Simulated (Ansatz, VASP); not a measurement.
**PbI2 in VASP and in Ansatz**

The input INCAR:

```
SYSTEM = PbI2
  ALGO = Normal
  EDIFF = 1E-6
  ENCUT = 500
  GGA = CA
  GGA_COMPAT = .False.
  ISIF = 2
  ISMEAR = 0
  LASPH = .True.
  LCHARG = .False.
  LREAL = .False.
  LWAVE = .False.
  NBANDS = 21
  NELM = 120
  PREC = Accurate
  SIGMA = 0.05
```

File KPOINTS:

```
k-points
0
Gamma
  9 9 6
  0 0 0
```

Contents of POSCAR:

```
PbI2
1.0
    4.8085660186      0.0000000000      0.0000000000
   -2.4042830093      4.1643403278      0.0000000000
    0.0000000000      0.0000000000      6.2605814987
Pb I
1 2
Direct
    0.0000000000      0.0000000000      0.0000000000
    0.3333333333      0.6666666667      0.2650000000
    0.6666666667      0.3333333333      0.7350000000
```

Input for Ansatz:

```yaml
crystal:
  lattice:
    - [4.8085660186, 0.0, 0.0]
    - [-2.4042830093, 4.1643403278, 0.0]
    - [0.0, 0.0, 6.2605814987]
  atoms:
    - { symbol: Pb, position: [0.0, 0.0, 0.0] }
    - { symbol: I, position: [0.3333333333, 0.6666666667, 0.265] }
    - { symbol: I, position: [0.6666666667, 0.3333333333, 0.735] }
basis:
  ecutwfc: 420
kpoints:
  mp_grid: { grid: [9, 9, 6] }
hamiltonian:
  xc: lda
scf:
  occupations: { method: gaussian, width: 0.05 }
output:
  forces: true
  stress: true
  eigenvalues: true
```

Alike in both runs: task single point; functional LDA; k mesh 9 × 9 × 6; occupations gaussian, width 0.05 eV; no spin polarisation.

|  | VASP | Ansatz |
| --- | --- | --- |
| version | VASP 6.6.1 | Ansatz 0.2.0 |
| potentials or method | VASP PAW LDA potentials, release 64 (Pb_d, I), cutoff 500 eV | scalar-relativistic, plane waves, PAW |
| valence electrons in the cell | 28 | 48 |

|  | VASP | Ansatz | Ansatz less VASP |
| --- | --- | --- | --- |
| gap on the k mesh at the Fermi level (eV) | 1.58 | 1.59 | +0.011 |
| least direct gap on the mesh (eV) | 1.92 | 1.93 | +0.005 |
| pressure (GPa) | -1.2 | -1.3 | -0.04 |
| traceless stress, the component that is largest in VASP (GPa) | 1.13 | 1.14 | +0.014 |
| rms of the force components (eV/Å) | 0.005 | 0.001 | -0.0044 |

LDA's correlation is that of Perdew and Zunger in VASP and of Perdew and Wang (1992) in Ansatz. Atom by atom the forces differ by 0.004 eV/Å (rms over components). VASP's potentials hold 28 valence electrons a cell and Ansatz's 48, so a difference there can come from the potentials and not from the codes.

Neither program's run includes spin-orbit coupling.
